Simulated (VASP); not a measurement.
Set up this calculation in VASP 6.6.1, as the native input.

```
Task                   : relaxation of shape and atoms at fixed volume
Functional             : PBEsol
Potentials or basis    : VASP PAW PBE potentials, release 64 (Mn_pv, O)
Cutoff                 : 600 eV
k mesh                 : 8 × 8 × 4
Occupations            : gaussian, width 0.05 eV
Spin                   : collinear spin, ferromagnetic start
Starting moments       : [4.49, 4.49, 0.13, 0.13] μB
Hubbard terms          : Mn d U = 3.9 eV
Dipole correction      : no
Further INCAR settings : ALGO = Normal; EDIFF = 1e-06; IBRION = 2; EDIFFG = -0.01; NSW = 60; ISIF = 4
```

The structure of MnO lies in POSCAR:

```
MnO
1.0
    3.4440287298      0.0000000000      0.0000000000
   -1.7220143649      2.9826163714      0.0000000000
    0.0000000000      0.0000000000      5.3612117130
Mn O
2 2
Direct
    0.3333333333      0.6666666667     -0.0017963106
    0.6666666667      0.3333333333      0.4982036894
    0.3333333333      0.6666666667      0.3882263106
    0.6666666667      0.3333333333      0.8882263106
```

The input as run:

INCAR

```
PREC     = Accurate       # precision mode
ENCUT    = 600            # plane-wave cutoff, eV
EDIFF    = 1E-6           # SCF threshold, eV
ISMEAR   = 0              # smearing method
SIGMA    = 0.05           # smearing width, eV
LREAL    = False          # projectors in reciprocal space
LASPH    = True           # aspherical terms in the spheres
NELM     = 150            # most SCF steps
ALGO     = Normal         # electronic algorithm
ISIF     = 4              # what is computed and relaxed
LWAVE    = False          # write WAVECAR
LCHARG   = False          # write CHGCAR
ISPIN    = 2              # spin polarisation
MAGMOM   = 4.49 4.49 0.13 0.13 # initial moments
LORBIT   = 11             # projections on sites
LMAXMIX  = 4              # l up to which the mixer works
LDAU     = True           # DFT+U
LDAUTYPE = 2            
LDAUL    = 2 -1           # shell
LDAUU    = 3.9 0          # U, eV
LDAUJ    = 0 0          
LDAUPRINT= 1            
GGA      = PS             # functional
IBRION   = 2              # ionic algorithm
NSW      = 60             # ionic steps
EDIFFG   = -0.01          # ionic threshold
```

KPOINTS

```
regular mesh
0
Gamma
  8 8 4
```

Potentials or basis: VASP PAW PBE potentials, release 64 (Mn_pv, O).

Run with:

```bash
$ cat potpaw_PBE.64/Mn_pv/POTCAR potpaw_PBE.64/O/POTCAR > POTCAR
$ mpirun -np 1 vasp_std > vasp.out
```

It gave:

The energy gained by relaxing is 0.1 meV/atom, the ionic steps are 7 and the pressure after relaxing is -0.5 GPa. The largest force after relaxing is 0.003 eV/Å and the band gap on the k mesh is zero (filled and empty bands touch). The net moment is 10.00 μB per cell. The site moments are Mn +4.59; O +0.10 μB and the valence electrons inside the program's atomic spheres are Mn 11.39; O 4.99.

Caveat: the PAW data sets were made with another functional, which shifts forces and pressure a little; the run started ferromagnetic, and an antiferromagnetic order may lie lower in energy.

Wall time 6 min on 1 thread of AMD EPYC 7R13 Processor (Zen 3), with other jobs on the host, peak memory 0.23 GiB.
